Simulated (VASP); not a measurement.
# MnSb (rocksalt type) (Fm-3m) in VASP: notebook

The runs below take MnSb (rocksalt type) through electric field gradients, with PBE.

All numbers are computed with VASP 6.6.1; they aren't measurements. Logs are shortened: lines on timing, memory, paths and dates and some standing lists are left out, and cuts for length are marked.

## Step 1: The cell of the first run

It takes space group Fm-3m (No. 225, cubic). Conventional cell: a = 5.496 Å, b = 5.496 Å, c = 5.496 Å, α = 90.00°, β = 90.00°, γ = 90.00°. Within 3.6 Å of Mn (site symmetry m-3m) lie 6 Sb at 2.75 Å. Sb (site symmetry m-3m) has 6 Mn at 2.75 Å within 3.6 Å.

## Step 2: Electric field gradients, PBE, collinear spin, ferromagnetic start (20.76 Å³/atom)

The input, INCAR:

```
SYSTEM = MnSb
ALGO = Normal
EDIFF = 1E-8
ENCUT = 520
GGA = PE
ISIF = 2
ISMEAR = -1
ISPIN = 2
LASPH = .True.
LCHARG = .False.
LEFG = .True.
LMAXMIX = 4
LORBIT = 11
LREAL = .False.
LWAVE = .False.
MAGMOM = 4 0
NBANDS = 20
NELM = 150
PREC = Accurate
SIGMA = 0.03
```

The input, KPOINTS:

```
k-points
0
Gamma
  11 11 11
  0 0 0
```

The input, POSCAR:

```
MnSb
1.0
    0.0000000000      2.7481667371      2.7481667371
    2.7481667371      0.0000000000      2.7481667371
    2.7481667371      2.7481667371      0.0000000000
Mn Sb
1 1
Direct
    0.0000000000      0.0000000000      0.0000000000
    0.5000000000      0.5000000000      0.5000000000
```

Potentials or basis: VASP PAW PBE potentials, release 64 (Mn_pv, Sb).

Command:

```console
$ cat potpaw_PBE.64/Mn_pv/POTCAR potpaw_PBE.64/Sb/POTCAR > POTCAR
$ mpirun -np 1 vasp_std > vasp.out
```

OUTCAR:

```text
SYSTEM = MnSb
   EDIFF = 1E-8
   ENCUT = 520
   GGA = PE
   ISIF = 2
   ISMEAR = -1
   ISPIN = 2
   LASPH = .True.
   LORBIT = 11
   LREAL = .False.
   NELM = 150
   PREC = Accurate

 ion  position               nearest neighbor table
   1  0.000  0.000  0.000-   2 2.75   2 2.75   2 2.75   2 2.75   2 2.75   2 2.75
   2  0.500  0.500  0.500-   1 2.75   1 2.75   1 2.75   1 2.75   1 2.75   1 2.75

  LATTYP: Found a face centered cubic cell.
 ALAT       =     5.4963334742

  Lattice vectors:

 A1 = (   0.0000000000,   2.7481667371,   2.7481667371)
 A2 = (   2.7481667371,   0.0000000000,   2.7481667371)
 A3 = (   2.7481667371,   2.7481667371,   0.0000000000)

Analysis of symmetry for initial positions (statically):
=====================================================================
 Subroutine PRICEL returns:
 Original cell was already a primitive cell.

 Routine SETGRP: Setting up the symmetry group for a
 face centered cubic supercell.

 Subroutine GETGRP returns: Found 48 space group operations
 (whereof 48 operations were pure point group operations)
 out of a pool of 48 trial point group operations.

The static configuration has the point symmetry O_h .

Analysis of symmetry for dynamics (positions and initial velocities):
=====================================================================
 Subroutine PRICEL returns:
 Original cell was already a primitive cell.

 Routine SETGRP: Setting up the symmetry group for a
 face centered cubic supercell.

 Subroutine GETGRP returns: Found 48 space group operations
 (whereof 48 operations were pure point group operations)
 out of a pool of 48 trial point group operations.

The dynamic configuration has the point symmetry O_h .

Analysis of structural, dynamic, and magnetic symmetry:
=====================================================================
 Subroutine PRICEL returns:
 Original cell was already a primitive cell.

 Routine SETGRP: Setting up the symmetry group for a
 face centered cubic supercell.

 Subroutine GETGRP returns: Found 48 space group operations
 (whereof 48 operations were pure point group operations)
 out of a pool of 48 trial point group operations.

[... 164 lines left out ...]
      6       5.1490      1.00000
[... 541 lines left out ...]
     19      21.2915      0.00000
     20      22.0257      0.00000

 [... further k-points ...]

 spin component 2

 k-point     1 :       0.0000    0.0000    0.0000
  band No.  band energies     occupation
      1     -38.1858      1.00000
      2     -38.1858      1.00000
      3     -38.1858      1.00000
      4      -3.5424      1.00000
      5       8.2768      0.13384
      6       8.2768      0.13377
[... 541 lines left out ...]
     19      21.6026      0.00000
     20      22.5276      0.00000

 [... further k-points ...]

------------------------ aborting loop because EDIFF is reached ----------------------------------------

  FORCE on cell =-STRESS in cart. coord.  units (eV):
  Direction    XX          YY          ZZ          XY          YZ          ZX
  --------------------------------------------------------------------------------------
  -------------------------------------------------------------------------------------
  Total        0.7416065      0.7416065      0.7416065      0.0000000      0.0000000     -0.0000000
  in kB       28.6236407     28.6236407     28.6236407      0.0000000      0.0000000     -0.0000000
  external PRESSURE =      28.6236407 kB  Pullay stress =       0.0000000 kB

 VOLUME and BASIS-vectors are now :
 -----------------------------------------------------------------------------
  energy-cutoff  :      520.00
  volume of cell :       41.51
      direct lattice vectors                 reciprocal lattice vectors
     0.000000000  2.748166737  2.748166737    -0.181939470  0.181939470  0.181939470
     2.748166737  0.000000000  2.748166737     0.181939470 -0.181939470  0.181939470
     2.748166737  2.748166737  0.000000000     0.181939470  0.181939470 -0.181939470

 POSITION                                       TOTAL-FORCE (eV/Angst)
 -----------------------------------------------------------------------------------
      0.00000      0.00000      0.00000        -0.000000     -0.000000      0.000000
      2.74817      2.74817      2.74817         0.000000      0.000000     -0.000000
 -----------------------------------------------------------------------------------
    total drift:                               -0.000000      0.000000      0.000000

  FREE ENERGIE OF THE ION-ELECTRON SYSTEM (eV)
  ---------------------------------------------------
  free  energy   TOTEN  =       -12.8438159743 eV

  energy  without entropy=      -12.8419416811  energy(sigma->0) =      -12.84287883

 Electric field gradients (V/A^2)
---------------------------------------------------------------------
 ion       V_xx      V_yy      V_zz      V_xy      V_xz      V_yz
---------------------------------------------------------------------
   1      -0.000    -0.000    -0.000     0.004     0.004     0.004
   2       0.000     0.000     0.000     0.000     0.000     0.000
---------------------------------------------------------------------

 Electric field gradients after diagonalization (V/A^2)
 (convention: |V_zz| > |V_xx| > |V_yy|)
----------------------------------------------------------------------
 ion       V_xx      V_yy      V_zz     asymmetry (V_yy - V_xx)/ V_zz
----------------------------------------------------------------------
   1      -0.004    -0.004     0.008       0.000
   2      -0.000    -0.000     0.000       0.000
----------------------------------------------------------------------

           NMR quadrupolar parameters

 Cq : quadrupolar parameter    Cq=e*Q*V_zz/h
 eta: asymmetry parameters     (V_yy - V_xx)/ V_zz
 Q  : nuclear electric quadrupole moment in mb (millibarn)
----------------------------------------------------------------------
 ion       Cq(MHz)       eta       Q (mb)
----------------------------------------------------------------------
   1       0.000       0.000       1.000
   2       0.000       0.000       1.000
----------------------------------------------------------------------

 total charge

# of ion       s       p       d       tot
------------------------------------------
    1        0.289   6.199   5.026  11.514
    2        1.140   1.319   0.042   2.501
--------------------------------------------------
tot          1.429   7.518   5.068  14.015

 magnetization (x)

# of ion       s       p       d       tot
------------------------------------------
    1        0.075   0.037   3.547   3.658
    2        0.013  -0.121   0.012  -0.097
--------------------------------------------------
tot          0.087  -0.085   3.558   3.561
```

Wall time 56 s (1 thread of Intel Xeon 6975P-C (Granite Rapids), shared host); peak memory 0.23 GiB.

Results:

```yaml
Free_energy: -12.8438 eV
Pressure: 2.9 GPa
Net_moment: 3.73 μB per cell
Site_moments: Mn +3.66; Sb -0.10 μB
Largest_electric_field_gradient_by_atom: zero within the noise of the run
Valence_electrons_inside_the_program's_atomic_spheres: Mn 11.51; Sb 2.50
```

Caveat: a cell with one magnetic atom can't hold antiferromagnetic order, which such compounds often take.

## Step 3: Electric field gradients, PBE, collinear spin, ferromagnetic start (20.76 Å³/atom)

The input, INCAR:

```
PREC = Accurate
ENCUT = 520
EDIFF = 1E-8
ISMEAR = -1
SIGMA = 0.03
LREAL = F
LASPH = T
NELM = 150
ALGO = Normal
ISIF = 2
LWAVE = F
LCHARG = F
ISPIN = 2
MAGMOM = 4 0
LORBIT = 11
LMAXMIX = 4
GGA = PE
LEFG = T
NBANDS = 20
```

The input, KPOINTS:

```
Automatic mesh
0
Gamma
  11 11 11
```

POSCAR is that of step 2.

Potentials or basis: VASP PAW PBE potentials, release 64 (Mn_pv, Sb).

Command:

```console
$ cat potpaw_PBE.64/Mn_pv/POTCAR potpaw_PBE.64/Sb/POTCAR > POTCAR
$ mpirun -np 1 vasp_std > vasp.out
```

OUTCAR:

```text
PREC = Accurate
   ENCUT = 520
   EDIFF = 1E-8
   ISMEAR = -1
   LREAL = F
   LASPH = T
   NELM = 150
   ISIF = 2
   ISPIN = 2
   LORBIT = 11
   GGA = PE

 ion  position               nearest neighbor table
   1  0.000  0.000  0.000-   2 2.75   2 2.75   2 2.75   2 2.75   2 2.75   2 2.75
   2  0.500  0.500  0.500-   1 2.75   1 2.75   1 2.75   1 2.75   1 2.75   1 2.75

  LATTYP: Found a face centered cubic cell.
 ALAT       =     5.4963334742

  Lattice vectors:

 A1 = (   0.0000000000,   2.7481667371,   2.7481667371)
 A2 = (   2.7481667371,   0.0000000000,   2.7481667371)
 A3 = (   2.7481667371,   2.7481667371,   0.0000000000)

Analysis of symmetry for initial positions (statically):
=====================================================================
 Subroutine PRICEL returns:
 Original cell was already a primitive cell.

 Routine SETGRP: Setting up the symmetry group for a
 face centered cubic supercell.

 Subroutine GETGRP returns: Found 48 space group operations
 (whereof 48 operations were pure point group operations)
 out of a pool of 48 trial point group operations.

The static configuration has the point symmetry O_h .

Analysis of symmetry for dynamics (positions and initial velocities):
=====================================================================
 Subroutine PRICEL returns:
 Original cell was already a primitive cell.

 Routine SETGRP: Setting up the symmetry group for a
[... 1290 lines left out ...]
  Direction    XX          YY          ZZ          XY          YZ          ZX
  --------------------------------------------------------------------------------------
  -------------------------------------------------------------------------------------
  Total        0.7416065      0.7416065      0.7416065      0.0000000      0.0000000     -0.0000000
  in kB       28.6236407     28.6236407     28.6236407      0.0000000      0.0000000     -0.0000000
  external PRESSURE =      28.6236407 kB  Pullay stress =       0.0000000 kB

 VOLUME and BASIS-vectors are now :
 -----------------------------------------------------------------------------
  energy-cutoff  :      520.00
  volume of cell :       41.51
      direct lattice vectors                 reciprocal lattice vectors
     0.000000000  2.748166737  2.748166737    -0.181939470  0.181939470  0.181939470
     2.748166737  0.000000000  2.748166737     0.181939470 -0.181939470  0.181939470
     2.748166737  2.748166737  0.000000000     0.181939470  0.181939470 -0.181939470

 POSITION                                       TOTAL-FORCE (eV/Angst)
 -----------------------------------------------------------------------------------
      0.00000      0.00000      0.00000        -0.000000     -0.000000      0.000000
      2.74817      2.74817      2.74817         0.000000      0.000000     -0.000000
 -----------------------------------------------------------------------------------
    total drift:                               -0.000000      0.000000      0.000000

  FREE ENERGIE OF THE ION-ELECTRON SYSTEM (eV)
  ---------------------------------------------------
  free  energy   TOTEN  =       -12.8438159743 eV

  energy  without entropy=      -12.8419416811  energy(sigma->0) =      -12.84287883

 Electric field gradients (V/A^2)
---------------------------------------------------------------------
 ion       V_xx      V_yy      V_zz      V_xy      V_xz      V_yz
---------------------------------------------------------------------
   1      -0.000    -0.000    -0.000     0.004     0.004     0.004
   2       0.000     0.000     0.000     0.000     0.000     0.000
---------------------------------------------------------------------

 Electric field gradients after diagonalization (V/A^2)
 (convention: |V_zz| > |V_xx| > |V_yy|)
----------------------------------------------------------------------
 ion       V_xx      V_yy      V_zz     asymmetry (V_yy - V_xx)/ V_zz
----------------------------------------------------------------------
   1      -0.004    -0.004     0.008       0.000
   2      -0.000    -0.000     0.000       0.000
----------------------------------------------------------------------

           NMR quadrupolar parameters

 Cq : quadrupolar parameter    Cq=e*Q*V_zz/h
 eta: asymmetry parameters     (V_yy - V_xx)/ V_zz
 Q  : nuclear electric quadrupole moment in mb (millibarn)
----------------------------------------------------------------------
 ion       Cq(MHz)       eta       Q (mb)
----------------------------------------------------------------------
   1       0.000       0.000       1.000
   2       0.000       0.000       1.000
----------------------------------------------------------------------

 total charge

# of ion       s       p       d       tot
------------------------------------------
    1        0.289   6.199   5.026  11.514
    2        1.140   1.319   0.042   2.501
--------------------------------------------------
tot          1.429   7.518   5.068  14.015

 magnetization (x)

# of ion       s       p       d       tot
------------------------------------------
    1        0.075   0.037   3.547   3.658
    2        0.013  -0.121   0.012  -0.097
--------------------------------------------------
tot          0.087  -0.085   3.558   3.561
```

OSZICAR:

```text
N       E                     dE             d eps       ncg     rms          rms(c)
DAV:   1     0.135761304096E+03    0.13576E+03   -0.95013E+03  4536   0.897E+02
DAV:   2    -0.846500799368E+01   -0.14423E+03   -0.13725E+03  4584   0.257E+02
DAV:   3    -0.137881802843E+02   -0.53232E+01   -0.52664E+01  5308   0.555E+01
[... 10 lines left out ...]
DAV:  14    -0.128438155811E+02   -0.13665E-04   -0.60077E-05  4736   0.706E-02    0.200E-02
DAV:  15    -0.128438160134E+02   -0.43234E-06   -0.10318E-06  5136   0.799E-03    0.122E-02
DAV:  16    -0.128438159518E+02    0.61646E-07   -0.54217E-07  4852   0.708E-03    0.394E-03
DAV:  17    -0.128438159416E+02    0.10199E-07   -0.16944E-07  4864   0.396E-03    0.360E-04
DAV:  18    -0.128438159808E+02   -0.39219E-07   -0.72707E-09  2764   0.860E-04    0.544E-04
DAV:  19    -0.128438159743E+02    0.65043E-08   -0.23204E-09  2436   0.518E-04
   1 F= -.12843816E+02 E0= -.12842879E+02  d E =-.187429E-02  mag=     3.7324
```

Wall time 62 s (1 thread of Intel Xeon 6975P-C (Granite Rapids), shared host); peak memory 0.23 GiB.

What came out:

| Item | Value |
| --- | --- |
| Free energy | -12.8438 eV |
| Pressure | 2.9 GPa |
| Net moment | 3.73 μB per cell |
| Site moments | Mn +3.66; Sb -0.10 μB |
| Largest electric field gradient by atom | zero within the noise of the run |
| Valence electrons inside the program's atomic spheres | Mn 11.51; Sb 2.50 |

Caveat: a cell with one magnetic atom can't hold antiferromagnetic order, which such compounds often take.
